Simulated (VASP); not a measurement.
# ZnSe2 (Pa-3) in VASP: a series of runs

Runs on ZnSe2. Level: PBEsol. Tasks: single point.

Everything below comes from runs of VASP 6.6.1. Logs are shortened: lines on timing, memory, paths and dates and some standing lists are left out, and cuts for length are marked.

### Step 1. The cell of the first run

The structure is cubic, space group Pa-3 (No. 205). The conventional cell has a = 6.305 Å, b = 6.305 Å, c = 6.305 Å, α = 90.00°, β = 90.00°, γ = 90.00°. Zn (site symmetry -3) has 6 Se at 2.65 Å within 3.5 Å. Within 3.1 Å of Se (site symmetry 3) lie 1 Se at 2.38 Å and 3 Zn at 2.65 Å.

### Step 2. Single point, PBEsol

File INCAR:

```
SYSTEM = ZnSe2
PREC = Accurate
ENCUT = 500
EDIFF = 1E-6
ISMEAR = 0
SIGMA = 0.02
LREAL = .False.
LASPH = .True.
NELM = 120
ALGO = Normal
ISIF = 2
LWAVE = .False.
LCHARG = .False.
GGA = PS
NBANDS = 60
GGA_COMPAT = .False.
```

File KPOINTS:

```
regular mesh
0
Gamma
  4 4 4
  0 0 0
```

File POSCAR:

```
ZnSe2
1.0
    6.3048935403      0.0000000000      0.0000000000
    0.0000000000      6.3048935403      0.0000000000
    0.0000000000      0.0000000000      6.3048935403
Zn Se
4 8
Direct
    0.5000000000      0.5000000000      0.0000000000
    0.5000000000      0.0000000000      0.5000000000
    0.0000000000      0.5000000000      0.5000000000
    0.0000000000      0.0000000000      0.0000000000
    0.1091627917      0.8908372083      0.3908372083
    0.8908372083      0.3908372083      0.1091627917
    0.3908372083      0.1091627917      0.8908372083
    0.6091627917      0.6091627917      0.6091627917
    0.8908372083      0.1091627917      0.6091627917
    0.1091627917      0.6091627917      0.8908372083
    0.6091627917      0.8908372083      0.1091627917
    0.3908372083      0.3908372083      0.3908372083
```

Potentials or basis: VASP PAW PBE potentials, release 64 (Zn, Se).

On the command line:

```
$ cat potpaw_PBE.64/Zn/POTCAR potpaw_PBE.64/Se/POTCAR > POTCAR
$ mpirun -np 1 vasp_std > vasp.out
```

OUTCAR:

```text
SYSTEM = ZnSe2
   PREC = Accurate
   ENCUT = 500
   EDIFF = 1E-6
   ISMEAR = 0
   LREAL = .False.
   LASPH = .True.
   NELM = 120
   ISIF = 2
   GGA = PS

 ion  position               nearest neighbor table
   1  0.500  0.500  0.000-   6 2.65   7 2.65  10 2.65  11 2.65   8 2.65  12 2.65
   2  0.500  0.000  0.500-   5 2.65   8 2.65   9 2.65  12 2.65  11 2.65   7 2.65
   3  0.000  0.500  0.500-   5 2.65   8 2.65   9 2.65  12 2.65  10 2.65   6 2.65
   4  0.000  0.000  0.000-   6 2.65   7 2.65  10 2.65  11 2.65   5 2.65   9 2.65
   5  0.109  0.891  0.391-   9 2.38   3 2.65   2 2.65   4 2.65
   6  0.891  0.391  0.109-  10 2.38   4 2.65   1 2.65   3 2.65
   7  0.391  0.109  0.891-  11 2.38   4 2.65   1 2.65   2 2.65
   8  0.609  0.609  0.609-  12 2.38   3 2.65   2 2.65   1 2.65
   9  0.891  0.109  0.609-   5 2.38   3 2.65   2 2.65   4 2.65
  10  0.109  0.609  0.891-   6 2.38   4 2.65   1 2.65   3 2.65
  11  0.609  0.891  0.109-   7 2.38   4 2.65   1 2.65   2 2.65
  12  0.391  0.391  0.391-   8 2.38   3 2.65   2 2.65   1 2.65

  LATTYP: Found a simple cubic cell.
 ALAT       =     6.3048935403

  Lattice vectors:

 A1 = (   6.3048935403,   0.0000000000,   0.0000000000)
 A2 = (   0.0000000000,   6.3048935403,   0.0000000000)
 A3 = (   0.0000000000,   0.0000000000,   6.3048935403)

Analysis of symmetry for initial positions (statically):
=====================================================================
 Subroutine PRICEL returns:
 Original cell was already a primitive cell.

 Routine SETGRP: Setting up the symmetry group for a
 simple cubic supercell.

 Subroutine GETGRP returns: Found 24 space group operations
 (whereof  6 operations were pure point group operations)
 out of a pool of 48 trial point group operations.

The static configuration has the point symmetry S_6 .
 The point group associated with its full space group is T_h .

Analysis of symmetry for dynamics (positions and initial velocities):
=====================================================================
 Subroutine PRICEL returns:
 Original cell was already a primitive cell.

 Routine SETGRP: Setting up the symmetry group for a
 simple cubic supercell.

 Subroutine GETGRP returns: Found 24 space group operations
 (whereof  6 operations were pure point group operations)
 out of a pool of 48 trial point group operations.

The dynamic configuration has the point symmetry S_6 .
 The point group associated with its full space group is T_h .

 Subroutine INISYM returns: Found 24 space group operations
 (whereof  6 operations are pure point group operations),
 and found     1 'primitive' translations

----------------------------------------------------------------------------------------

                                     Primitive cell

  volume of cell :     250.6301

  direct lattice vectors                    reciprocal lattice vectors
     6.304893540  0.000000000  0.000000000     0.158606960  0.000000000  0.000000000
     0.000000000  6.304893540  0.000000000     0.000000000  0.158606960  0.000000000
     0.000000000  0.000000000  6.304893540     0.000000000  0.000000000  0.158606960

  length of vectors
     6.304893540  6.304893540  6.304893540     0.158606960  0.158606960  0.158606960

  position of ions in fractional coordinates (direct lattice)
     0.500000000  0.500000000  0.000000000
     0.500000000  0.000000000  0.500000000
     0.000000000  0.500000000  0.500000000
     0.000000000  0.000000000  0.000000000
     0.109162792  0.890837208  0.390837208
     0.890837208  0.390837208  0.109162792
     0.390837208  0.109162792  0.890837208
     0.609162792  0.609162792  0.609162792
     0.890837208  0.109162792  0.609162792
     0.109162792  0.609162792  0.890837208
     0.609162792  0.890837208  0.109162792
     0.390837208  0.390837208  0.390837208

  ion indices of the primitive-cell ions
   primitive index   ion index
                 1           1
                 2           2
                 3           3
                 4           4
                 5           5
                 6           6
                 7           7
                 8           8
                 9           9
                10          10
                11          11
                12          12

----------------------------------------------------------------------------------------

 KPOINTS: regular mesh

Automatic generation of k-mesh.
 Grid dimensions read from file:
 generate k-points for:    4    4    4

 Generating k-lattice:

  Cartesian coordinates                     Fractional coordinates (reciprocal lattice)
     0.039651740  0.000000000  0.000000000     0.250000000  0.000000000  0.000000000
     0.000000000  0.039651740  0.000000000     0.000000000  0.250000000  0.000000000
     0.000000000  0.000000000  0.039651740     0.000000000  0.000000000  0.250000000

  Length of vectors
     0.039651740  0.039651740  0.039651740

  Shift w.r.t. Gamma in fractional coordinates (k-lattice)
     0.000000000  0.000000000  0.000000000

 Subroutine IBZKPT returns following result:
 ===========================================

 Found     11 irreducible k-points:

 Following reciprocal coordinates:
            Coordinates               Weight
  0.000000  0.000000  0.000000      1.000000
  0.250000  0.000000  0.000000      6.000000
  0.500000  0.000000  0.000000      3.000000
  0.250000  0.250000  0.000000     12.000000
  0.500000  0.250000  0.000000      6.000000
 -0.250000  0.500000  0.000000      6.000000
  0.500000  0.500000  0.000000      3.000000
  0.250000  0.250000  0.250000      8.000000
  0.500000  0.250000  0.250000     12.000000
  0.500000  0.500000  0.250000      6.000000
  0.500000  0.500000  0.500000      1.000000
   k-points           NKPTS =     11   k-points in BZ     NKDIM =     11   number of bands    NBANDS=     60
   number of dos      NEDOS =    301   number of ions     NIONS =     12
   total plane-waves  NPLWV = 110592
   dimension x,y,z NGX =    48 NGY =   48 NGZ =   48
   dimension x,y,z NGXF=    96 NGYF=   96 NGZF=   96
   ions per type =               4   8
   NGX,Y,Z   is equivalent  to a cutoff of  12.66, 12.66, 12.66 a.u.
   NGXF,Y,Z  is equivalent  to a cutoff of  25.31, 25.31, 25.31 a.u.
 SYSTEM =  ZnSe2
   PREC   = accura    normal or accurate (medium, high low for compatibility)
   ISTART =      0    job   : 0-new  1-cont  2-samecut
   ICHARG =      2    charge: 1-file 2-atom 10-const
   ISPIN  =      1    spin polarized calculation?
   LNONCOLLINEAR =      F non collinear calculations
   LSORBIT =      F    spin-orbit coupling
   LASPH  =      T    aspherical Exc in radial PAW
   ENCUT  =  500.0 eV  36.75 Ry    6.06 a.u.  11.50 11.50 11.50*2*pi/ulx,y,z
   NELM   =    120;   NELMIN=  2; NELMDL= -5     # of ELM steps
   EDIFF  = 0.1E-05   stopping-criterion for ELM
   LREAL  =      F    real-space projection
   EDIFFG = 0.1E-04   stopping-criterion for IOM
   NSW    =      0    number of steps for IOM
   IBRION =     -1    ionic relax: 0-MD 1-quasi-New 2-CG
   NFREE  =      0    steps in history (QN), initial steepest desc. (CG)
   ISIF   =      2    stress and relaxation
   ISYM   =      2    0-nonsym 1-usesym 2-fastsym
   POTIM  = 0.5000    time-step for ionic-motion
   TEBEG  =    0.0;   TEEND  =   0.0 temperature during run
   PSTRESS=    0.0 pullay stress
   NELECT =      96.0000    total number of electrons
   NUPDOWN=      -1.0000    fix difference up-down
   EMIN   =  10.00;   EMAX   =-10.00  energy-range for DOS
   EFERMI =   0.00;   METHOD = LEGACY
   ISMEAR =     0;   SIGMA  =   0.02  broadening in eV -4-tet -1-fermi 0-gaus
   EFERMI_NEDOS =   21; number of points for ismear=-14 and -15
   IALGO  =     38    algorithm
   IMIX   =      4    mixing-type and parameters
     AMIX     =   0.40;   BMIX     =  1.00
     AMIX_MAG =   1.60;   BMIX_MAG =  1.00
  volume/ion in A,a.u.               =      20.89       140.94
  Fermi-wavevector in a.u.,A,eV,Ry     =   1.188924  2.246741 19.232388  1.413541
  Thomas-Fermi vector in A             =   2.325043
   LORBIT       =      0    0 simple, 1 ext, 2 COOP (PROOUT), +10 PAW based schemes
   GGA     = PS    functional components
   LHFCALC =     F    Hartree Fock is set to
   AEXX    =    0.0000 exact exchange contribution
   IVDW    =     0    specifies the selected vdW correction
   LEPSILON=     F    determine dielectric tensor
   LRPA    =     F    only Hartree local field effects (RPA)
 non-spin polarized calculation
 Gauss-broadening in eV      SIGMA  =   0.02
  energy-cutoff  :      500.00
  volume of cell :      250.63
 maximum number of plane-waves:      6408
 NGX is ok and might be reduce to    48
   NGX = 23   NGY = 23   NGZ = 23

 number of electron      96.0000014 magnetization

 Free energy of the ion-electron system (eV)
  ---------------------------------------------------
  ext. energy  EPLUGINS =         0.00000000
  ---------------------------------------------------
  free energy    TOTEN  =       -41.18097396 eV

  energy without entropy =      -41.18097396  energy(sigma->0) =      -41.18097396

 E-fermi :   3.8276     XC(G=0): -10.2235

 val. band max:        3.7130425081   @ k =   0.0000   0.0000   0.0000
 cond. band min:       4.4432989093   @ k =   0.2500   0.2500   0.2500
 fundamental gap:      0.7302564012
 Fermi energy:         3.8276168652

 k-point     1 :       0.0000    0.0000    0.0000
  band No.  band energies     occupation
      1     -11.7332      2.00000
      2     -10.6479      2.00000
      3     -10.6479      2.00000
      4     -10.6479      2.00000
      5      -8.4575      2.00000
      6      -8.4575      2.00000
[... 682 lines left out ...]
     59       8.1009      0.00000
     60       8.1009      0.00000

------------------------ aborting loop because EDIFF is reached ----------------------------------------

  FORCE on cell =-STRESS in cart. coord.  units (eV):
  Direction    XX          YY          ZZ          XY          YZ          ZX
  --------------------------------------------------------------------------------------
  -------------------------------------------------------------------------------------
  Total       -2.7673202     -2.7673202     -2.7673202     -0.0000000      0.0000000     -0.0000000
  in kB      -17.6903622    -17.6903622    -17.6903622     -0.0000000      0.0000000     -0.0000000
  external PRESSURE =     -17.6903622 kB  Pullay stress =       0.0000000 kB

 VOLUME and BASIS-vectors are now :
 -----------------------------------------------------------------------------
  energy-cutoff  :      500.00
  volume of cell :      250.63
      direct lattice vectors                 reciprocal lattice vectors
     6.304893540  0.000000000  0.000000000     0.158606960  0.000000000  0.000000000
     0.000000000  6.304893540  0.000000000     0.000000000  0.158606960  0.000000000
     0.000000000  0.000000000  6.304893540     0.000000000  0.000000000  0.158606960

 POSITION                                       TOTAL-FORCE (eV/Angst)
 -----------------------------------------------------------------------------------
      3.15245      3.15245      0.00000         0.000000      0.000000      0.000000
      3.15245      0.00000      3.15245         0.000000      0.000000      0.000000
      0.00000      3.15245      3.15245         0.000000      0.000000      0.000000
      0.00000      0.00000      0.00000         0.000000      0.000000      0.000000
      0.68826      5.61663      2.46419         0.015574     -0.015574     -0.015574
      5.61663      2.46419      0.68826        -0.015574     -0.015574      0.015574
      2.46419      0.68826      5.61663        -0.015574      0.015574     -0.015574
      3.84071      3.84071      3.84071         0.015574      0.015574      0.015574
      5.61663      0.68826      3.84071        -0.015574      0.015574      0.015574
      0.68826      3.84071      5.61663         0.015574      0.015574     -0.015574
      3.84071      5.61663      0.68826         0.015574     -0.015574      0.015574
      2.46419      2.46419      2.46419        -0.015574     -0.015574     -0.015574
 -----------------------------------------------------------------------------------
    total drift:                               -0.000000      0.000000     -0.000000

  FREE ENERGIE OF THE ION-ELECTRON SYSTEM (eV)
  ---------------------------------------------------
  free  energy   TOTEN  =       -41.1809739581 eV

  energy  without entropy=      -41.1809739581  energy(sigma->0) =      -41.18097396
```

It took 6.2 min on 1 thread of Intel Xeon Platinum 8259CL at 2.50GHz (Skylake/Cascade Lake), shared host; peak memory 0.37 GiB.

Results:

```yaml
Free_energy: -41.1810 eV
Pressure: -1.8 GPa
Largest_force: 0.027 eV/Å
Band_gap_on_the_k_mesh: 0.73 eV (least direct gap 0.93 eV)
```

Forces on the atoms (eV/Å):
```
Zn   0.000  0.000  0.000
Zn   0.000  0.000  0.000
Zn   0.000  0.000  0.000
Zn   0.000  0.000  0.000
Se   0.016 -0.016 -0.016
Se  -0.016 -0.016  0.016
Se  -0.016  0.016 -0.016
Se   0.016  0.016  0.016
Se  -0.016  0.016  0.016
Se   0.016  0.016 -0.016
Se   0.016 -0.016  0.016
Se  -0.016 -0.016 -0.016
```

Caveat: the PAW data sets were made with another functional, which shifts forces and pressure a little. A k mesh can miss the band edges.

### Step 3. Single point, PBEsol

This run uses another cell than the first one, of 16.78 Å³/atom.

File INCAR:

```
SYSTEM = ZnSe2
PREC     = Accurate       ! precision mode
ENCUT    = 500            ! plane-wave cutoff, eV
EDIFF    = 1E-6           ! SCF threshold, eV
ISMEAR   = 0              ! smearing method
SIGMA    = 0.02           ! smearing width, eV
LREAL    = .False.        ! projectors in reciprocal space
LASPH    = .True.         ! aspherical terms in the spheres
NELM     = 120            ! most SCF steps
ALGO     = Normal         ! electronic algorithm
ISIF     = 2              ! what is computed and relaxed
LWAVE    = .False.        ! write WAVECAR
LCHARG   = .False.        ! write CHGCAR
GGA      = PS             ! functional
NBANDS   = 60             ! bands
GGA_COMPAT= .False.
```

File KPOINTS:

```
regular mesh
0
Gamma
  6 6 6
  0 0 0
```

File POSCAR:

```
ZnSe2
1.0
    5.8607883076      0.0000000000      0.0000000000
    0.0000000000      5.8607883076      0.0000000000
    0.0000000000      0.0000000000      5.8607883076
Zn Se
4 8
Direct
    0.5000000000      0.5000000000      0.0000000000
    0.5000000000      0.0000000000      0.5000000000
    0.0000000000      0.5000000000      0.5000000000
    0.0000000000      0.0000000000      0.0000000000
    0.1142334174      0.8857665826      0.3857665826
    0.8857665826      0.3857665826      0.1142334174
    0.3857665826      0.1142334174      0.8857665826
    0.6142334174      0.6142334174      0.6142334174
    0.8857665826      0.1142334174      0.6142334174
    0.1142334174      0.6142334174      0.8857665826
    0.6142334174      0.8857665826      0.1142334174
    0.3857665826      0.3857665826      0.3857665826
```

Potentials or basis: VASP PAW PBE potentials, release 64 (Zn, Se).

On the command line:

```
$ cat potpaw_PBE.64/Zn/POTCAR potpaw_PBE.64/Se/POTCAR > POTCAR
$ mpirun -np 1 vasp_std > vasp.out
```

OUTCAR:

```text
SYSTEM = ZnSe2
   PREC = Accurate
   ENCUT = 500
   EDIFF = 1E-6
   ISMEAR = 0
   LREAL = .False.
   LASPH = .True.
   NELM = 120
   ISIF = 2
   GGA = PS

 ion  position               nearest neighbor table
   1  0.500  0.500  0.000-   6 2.45   7 2.45   8 2.45  10 2.45  11 2.45  12 2.45
   2  0.500  0.000  0.500-   5 2.45   7 2.45   8 2.45   9 2.45  11 2.45  12 2.45
   3  0.000  0.500  0.500-   5 2.45   6 2.45   8 2.45   9 2.45  10 2.45  12 2.45
   4  0.000  0.000  0.000-   5 2.45   6 2.45   7 2.45   9 2.45  10 2.45  11 2.45
   5  0.114  0.886  0.386-   9 2.32   3 2.45   4 2.45   2 2.45
[... 1744 lines left out ...]
  energy-cutoff  :      500.00
  volume of cell :      201.31
      direct lattice vectors                 reciprocal lattice vectors
     5.860788308  0.000000000  0.000000000     0.170625511  0.000000000  0.000000000
     0.000000000  5.860788308  0.000000000     0.000000000  0.170625511  0.000000000
     0.000000000  0.000000000  5.860788308     0.000000000  0.000000000  0.170625511

 POSITION                                       TOTAL-FORCE (eV/Angst)
 -----------------------------------------------------------------------------------
      2.93039      2.93039      0.00000         0.000000      0.000000     -0.000000
      2.93039      0.00000      2.93039         0.000000      0.000000     -0.000000
      0.00000      2.93039      2.93039         0.000000      0.000000     -0.000000
      0.00000      0.00000      0.00000         0.000000      0.000000     -0.000000
      0.66950      5.19129      2.26090         0.024337     -0.024337     -0.024337
      5.19129      2.26090      0.66950        -0.024337     -0.024337      0.024337
      2.26090      0.66950      5.19129        -0.024337      0.024337     -0.024337
      3.59989      3.59989      3.59989         0.024337      0.024337      0.024337
      5.19129      0.66950      3.59989        -0.024337      0.024337      0.024337
      0.66950      3.59989      5.19129         0.024337      0.024337     -0.024337
      3.59989      5.19129      0.66950         0.024337     -0.024337      0.024337
      2.26090      2.26090      2.26090        -0.024337     -0.024337     -0.024337
 -----------------------------------------------------------------------------------
    total drift:                                0.000000      0.000000     -0.000000

  FREE ENERGIE OF THE ION-ELECTRON SYSTEM (eV)
  ---------------------------------------------------
  free  energy   TOTEN  =       -38.9586664923 eV

  energy  without entropy=      -38.9585141348  energy(sigma->0) =      -38.95859031
```

OSZICAR:

```text
N       E                     dE             d eps       ncg     rms          rms(c)
DAV:   1     0.858530406083E+03    0.85853E+03   -0.41419E+04  2880   0.181E+03
DAV:   2     0.905608233124E+02   -0.76797E+03   -0.73345E+03  2880   0.439E+02
DAV:   3    -0.332964790646E+02   -0.12386E+03   -0.11756E+03  3288   0.160E+02
DAV:   4    -0.399428286393E+02   -0.66463E+01   -0.65286E+01  3380   0.362E+01
DAV:   5    -0.400598554382E+02   -0.11703E+00   -0.11659E+00  3360   0.459E+00    0.186E+01
DAV:   6    -0.390873657716E+02    0.97249E+00   -0.27260E+00  3728   0.351E+01    0.128E+01
DAV:   7    -0.389705234029E+02    0.11684E+00   -0.16439E+00  3280   0.631E+00    0.284E+00
DAV:   8    -0.389642517783E+02    0.62716E-02   -0.32123E-02  3300   0.790E-01    0.577E-01
DAV:   9    -0.389588769965E+02    0.53748E-02   -0.15081E-02  3696   0.106E+00    0.117E-01
DAV:  10    -0.389586666950E+02    0.21030E-03   -0.25865E-03  3984   0.670E-01    0.427E-02
DAV:  11    -0.389586621698E+02    0.45251E-05   -0.43569E-04  4000   0.227E-01    0.183E-02
DAV:  12    -0.389586714742E+02   -0.93044E-05   -0.55893E-05  3676   0.376E-02    0.137E-02
DAV:  13    -0.389586666540E+02    0.48203E-05   -0.26697E-05  3888   0.666E-02    0.490E-03
DAV:  14    -0.389586664923E+02    0.16163E-06   -0.31867E-06  2280   0.133E-02
   1 F= -.38958666E+02 E0= -.38958590E+02  d E =-.152358E-03
```

Wall time 9.6 min (1 thread of Intel Xeon Platinum 8259CL at 2.50GHz (Skylake/Cascade Lake), shared host); peak memory 0.42 GiB.

Results:

| Property | Result |
| --- | --- |
| Free energy | -38.9587 eV |
| Pressure | 20.6 GPa |
| Largest force | 0.042 eV/Å |

Forces in eV/Å, atoms in the order of the input:
```
Zn   0.000  0.000  0.000
Zn   0.000  0.000  0.000
Zn   0.000  0.000  0.000
Zn   0.000  0.000  0.000
Se   0.024 -0.024 -0.024
Se  -0.024 -0.024  0.024
Se  -0.024  0.024 -0.024
Se   0.024  0.024  0.024
Se  -0.024  0.024  0.024
Se   0.024  0.024 -0.024
Se   0.024 -0.024  0.024
Se  -0.024 -0.024 -0.024
```

Caveat: the cell stands under pressure; the PAW data sets were made with another functional, which shifts forces and pressure a little.
